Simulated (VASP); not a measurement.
**ZnS: single point with RPBE+D3(BJ)**

**The experiment to reproduce.**

“Electronic, vibrational, and thermodynamic properties of ZnS (zincblende and rocksalt structure)”, 2009, arxiv:0911.5022 quotes, for a bulk crystal of ZnS at 19 K: band gap 3.85 eV (direct).

The system is ZnS.

```
CELL_PARAMETERS angstrom
0.00000 2.62709 2.62709
2.62709 0.00000 2.62709
2.62709 2.62709 0.00000
ATOMIC_POSITIONS crystal
Zn 0.75000 0.75000 0.75000
S 0.00000 0.00000 0.00000
```

- Program: VASP 6.6.1
- Task: single point
- Functional: RPBE
- Dispersion: D3(BJ)
- Potentials or basis: VASP PAW PBE potentials, release 64 (Zn, S)
- Cutoff: 520 eV
- k mesh: 9 × 9 × 9
- Occupations: fermi-dirac, width 0.05 eV
- Spin: no spin polarisation
- Dipole correction: no
- Further INCAR settings: ALGO = Normal; EDIFF = 1e-06; NBANDS = 16

```yaml
Pressure: 0.2 GPa
Band_gap_on_the_k_mesh: 2.65 eV, direct
Dispersion_energy_per_atom: -1.223 eV
```

Levels at points of the mesh, in eV from the valence-band top:
| k point | band 6 | band 7 | band 8 | band 9 | band 10 | band 11 | band 12 | band 13 |
| --- | --- | --- | --- | --- | --- | --- | --- | --- |
| (0.00, 0.00, 0.00) | -6.06 | 0.00 | 0.00 | 0.00 | 2.65 | 6.37 | 6.37 | 6.37 |

It took 29 s on 1 thread of Intel Xeon 8259CL, on a shared host, peak memory 0.17 GiB.

A measured gap of ZnS is 3.85 eV (direct; 19 K; quoted in “Electronic, vibrational, and thermodynamic properties of ZnS (zincblende and rocksalt structure)”, 2009, arxiv:0911.5022); the calculated 2.65 eV misses it by -1.20 eV. The value is that of RPBE+D3(BJ), without temperature or zero-point motion. Semilocal functionals fall short of measured gaps as a rule.

Caveat: the PAW data sets were made with another functional, which shifts forces and pressure a little.
